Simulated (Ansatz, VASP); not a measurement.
BaZrO3: VASP beside Ansatz

The input INCAR:

```
SYSTEM = BaZrO3
  PREC = Accurate
  ENCUT = 600
  EDIFF = 1E-6
  ISMEAR = 0
  SIGMA = 0.02
  LREAL = .FALSE.
  LASPH = .TRUE.
  NELM = 120
  ALGO = Normal
  ISIF = 2
  LWAVE = .FALSE.
  LCHARG = .FALSE.
  GGA = PE
  NBANDS = 28
  GGA_COMPAT = .FALSE.
```

File KPOINTS:

```
regular mesh
0
G
  6 6 6
  0 0 0
```

File POSCAR:

```
BaZrO3
1.0
    4.2271626381      0.0000000000      0.0000000000
    0.0000000000      4.2271626381      0.0000000000
    0.0000000000      0.0000000000      4.2271626381
Ba Zr O
1 1 3
Direct
    0.0000000000      0.0000000000      0.0000000000
    0.5000000000      0.5000000000      0.5000000000
    0.0000000000      0.5000000000      0.5000000000
    0.5000000000      0.0000000000      0.5000000000
    0.5000000000      0.5000000000      0.0000000000
```

Input for Ansatz:

```yaml
crystal:
  lattice:
    - [4.2271626381, 0.0, 0.0]
    - [0.0, 4.2271626381, 0.0]
    - [0.0, 0.0, 4.2271626381]
  atoms:
    - { symbol: Ba, position: [0.0, 0.0, 0.0] }
    - { symbol: Zr, position: [0.5, 0.5, 0.5] }
    - { symbol: O, position: [0.0, 0.5, 0.5] }
    - { symbol: O, position: [0.5, 0.0, 0.5] }
    - { symbol: O, position: [0.5, 0.5, 0.0] }
basis:
  ecutwfc: 420
kpoints:
  mp_grid: { grid: [6, 6, 6] }
  band_path:
    path:
      - [[0.0, 0.0, 0.0], [0.0, 0.5, 0.0], [0.5, 0.5, 0.0], [0.0, 0.0, 0.0], [0.5, 0.5, 0.5], [0.0, 0.5, 0.0]]
      - [[0.5, 0.5, 0.5], [0.5, 0.5, 0.0]]
    npoints: 10
hamiltonian:
  xc: pbe
  pseudopotentials: { kind: paw }
scf:
  occupations: { method: gaussian, width: 0.02 }
  n_extra_bands: 8
output:
  forces: true
  stress: true
  eigenvalues: true
```

Alike in both runs: task single point; functional PBE; k mesh 6 × 6 × 6; occupations gaussian, width 0.02 eV; no spin polarisation.

```csv
,VASP,Ansatz
version,VASP 6.6.1,Ansatz 0.2.0
potentials or method,"VASP PAW PBE potentials, release 64 (Ba_sv, Zr_sv, O), cutoff 600 eV","scalar-relativistic, plane waves, PAW"
valence electrons in the cell,40,40
```

```csv
,VASP,Ansatz,Ansatz less VASP
gap on the k mesh at the Fermi level (eV),3.13,3.18,+0.046
least direct gap on the mesh (eV),3.38,3.40,+0.020
pressure (GPa),0.8,0.0,-0.79
```

With one functional, cell and mesh, what is left measures potentials, basis and numerics.

Neither program's run includes spin-orbit coupling.
